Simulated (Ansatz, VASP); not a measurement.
One calculation of Sn3As, two programs

```
CELL_PARAMETERS angstrom
4.69456 0.00000 0.00000
0.00000 4.69456 0.00000
0.00000 0.00000 4.69456
ATOMIC_POSITIONS crystal
Sn 0.50000 0.00000 0.50000
Sn 0.00000 0.50000 0.50000
Sn 0.50000 0.50000 0.00000
As 0.00000 0.00000 0.00000
```

Change from the starting cell: species swapped into the Pt3Pb type (Pm-3m, No. 221).

Alike in both runs: functional PBE; k mesh 10 × 10 × 10; occupations gaussian, width 0.1 eV; no spin polarisation.

Ansatz relaxed the structure, and its values are those at the end. VASP's run is a single point on that final structure, the one shown.

|  | VASP | Ansatz |
| --- | --- | --- |
| version | VASP 6.6.1 | Ansatz 0.2.0 |
| potentials or method | VASP PAW PBE potentials, release 64 (Sn_d, As), cutoff 520 eV | scalar-relativistic, plane waves, PAW |
| valence electrons in the cell | 47 | 57 |

```tsv
	VASP	Ansatz	Ansatz less VASP
gap on the k mesh at the Fermi level (eV)	none	none	-
pressure (GPa)	0.0	0.0	+0.01
```

A gap of «none» marks a metal or a gap that the smearing closes. VASP's potentials hold 47 valence electrons a cell and Ansatz's 57, so a difference there can come from the potentials and not from the codes.
